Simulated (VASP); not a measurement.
ZnSe (Stilleite):

```
Se Zn
1.0
     0.00000    2.83380    2.83380
     2.83380    0.00000    2.83380
     2.83380    2.83380    0.00000
Se Zn
1 1
Direct
  0.75000 0.75000 0.75000
  0.00000 0.00000 0.00000
```

| Item | Value |
| --- | --- |
| Program | VASP 6.6.1 |
| Task | relaxation of cell and atoms |
| Functional | RPBE |
| Potentials or basis | VASP PAW PBE potentials, release 64 (Se, Zn) |
| Cutoff | 600 eV |
| k mesh | 8 × 8 × 8 |
| Occupations | fermi-dirac, width 0.05 eV |
| Spin | no spin polarisation |

At the start: pressure 4.6 GPa; volume 22.76 Å³/atom.

Question: Where does the relaxation end?

Answer: Over 3 steps the energy falls by 24.0 meV/atom and the volume is 24.55 Å³/atom (+7.9 %); space group F-43m (No. 216, to 0.05 Å).

The path:
```tsv
step	energy change (eV)	largest force (eV/Å)	pressure (GPa)	volume (Å³)
1	0.0000	0.0000	4.59	45.51
2	-0.0460	0.0000	-0.84	49.94
3	-0.0481	0.0000	0.03	49.10
```

Final structure:
```xyz
2
Lattice="0.0000 2.9063 2.9063 2.9063 0.0000 2.9063 2.9063 2.9063 0.0000" Properties=species:S:1:pos:R:3 pbc="T T T"
Se    4.3594    4.3594    4.3594
Zn    0.0000    0.0000    0.0000
```

Caveat: the PAW data sets were made with another functional, which shifts forces and pressure a little.
